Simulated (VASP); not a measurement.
Set up this calculation in VASP 6.6.1, as the native input.

```yaml
Task: single point
Functional: PBE
Potentials_or_basis: VASP PAW PBE potentials, release 64 (Sn_d, Br)
Cutoff: 520 eV
k_mesh: 6 × 6 × 8
Occupations: gaussian, width 0.1 eV
Spin: no spin polarisation
Dipole_correction: no
Further_INCAR_settings: ALGO = Normal; EDIFF = 1e-06; NBANDS = 59
```

The structure of Sn3Br lies in POSCAR:

```
Sn3Br
1.0
    6.7739411593      0.0000000000      0.0000000000
   -3.3869705797      5.8664051277      0.0000000000
    0.0000000000      0.0000000000      5.7531831023
Sn Br
6 2
Direct
    0.1605594527      0.3211189054      0.2500000000
    0.1605594527      0.8394405473      0.2500000000
    0.6788810946      0.8394405473      0.2500000000
    0.8394405473      0.6788810946      0.7500000000
    0.8394405473      0.1605594527      0.7500000000
    0.3211189054      0.1605594527      0.7500000000
    0.3333333333      0.6666666667      0.7500000000
    0.6666666667      0.3333333333      0.2500000000
```

The cell was built from a structure type or drawn by symmetry, and may not be a known phase.

One way to write it, as run:

INCAR

```
  PREC = Accurate
  ENCUT = 520
  EDIFF = 1E-6
  ISMEAR = 0
  SIGMA = 0.1
  LREAL = F
  LASPH = T
  NELM = 100
  ALGO = Normal
  ISIF = 2
  LWAVE = F
  LCHARG = F
  GGA = PE
  NBANDS = 59
```

KPOINTS

```
Automatic mesh
0
Gamma
  6 6 8
```

Potentials or basis: VASP PAW PBE potentials, release 64 (Sn_d, Br).

Launch:

```sh
$ cat potpaw_PBE.64/Sn_d/POTCAR potpaw_PBE.64/Br/POTCAR > POTCAR
$ mpirun -np 1 vasp_std > vasp.out
```

It gave:

```yaml
Pressure: 0.0 GPa
Band_gap_on_the_k_mesh: zero (bands 49 and 50 overlap by 0.68 eV)
```

Caveat: spin-orbit coupling is left out, which moves the levels of the heavy elements.

It took 3.5 min on 1 thread of Intel(R) Xeon(R) 6975P-C (Granite Rapids), on a shared host, peak memory 0.54 GiB.
